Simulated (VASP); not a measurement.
Wanted: the native input for a VASP 6.6.1 run.

```
Task                   : single point
Functional             : PBE
Potentials or basis    : VASP PAW PBE potentials, release 64 (Li_sv, Be)
Cutoff                 : 520 eV
k mesh                 : 12 × 12 × 12
Occupations            : gaussian, width 0.1 eV
Spin                   : no spin polarisation
Dipole correction      : no
Further INCAR settings : ALGO = Normal; EDIFF = 1e-06; NBANDS = 14
```

The structure of LiBe4 lies in POSCAR:

```
LiBe4
1.0
    1.8270458085      1.0548453893      3.7377906450
   -1.8270458085      1.0548453893      3.7377906450
    0.0000000000     -2.1096907787      3.7377906450
Li Be
1 4
Direct
    0.5000000000      0.5000000000      0.5000000000
    0.9062956514      0.9062956514      0.9062956514
    0.0937043486      0.0937043486      0.0937043486
    0.7011604714      0.7011604714      0.7011604714
    0.2988395286      0.2988395286      0.2988395286
```

The input as run:

INCAR

```
ALGO = Normal
EDIFF = 1E-6
ENCUT = 520
GGA = PE
ISIF = 2
ISMEAR = 0
LASPH = T
LCHARG = F
LREAL = F
LWAVE = F
NBANDS = 14
NELM = 100
PREC = Accurate
SIGMA = 0.1
```

KPOINTS

```
k-points
0
Gamma
  12 12 12
```

Potentials or basis: VASP PAW PBE potentials, release 64 (Li_sv, Be).

Launch:

```console
$ cat potpaw_PBE.64/Li_sv/POTCAR potpaw_PBE.64/Be/POTCAR > POTCAR
$ mpirun -np 1 vasp_std > vasp.out
```

It gave:

```yaml
Largest_force: 0.003 eV/Å
Band_gap_on_the_k_mesh: zero (an odd number of electrons rules out a gap without spin polarisation)
```

It took 110 s on 1 thread of Oxide Virtual Turin-like Processor, on a shared host, peak memory 0.2 GiB.
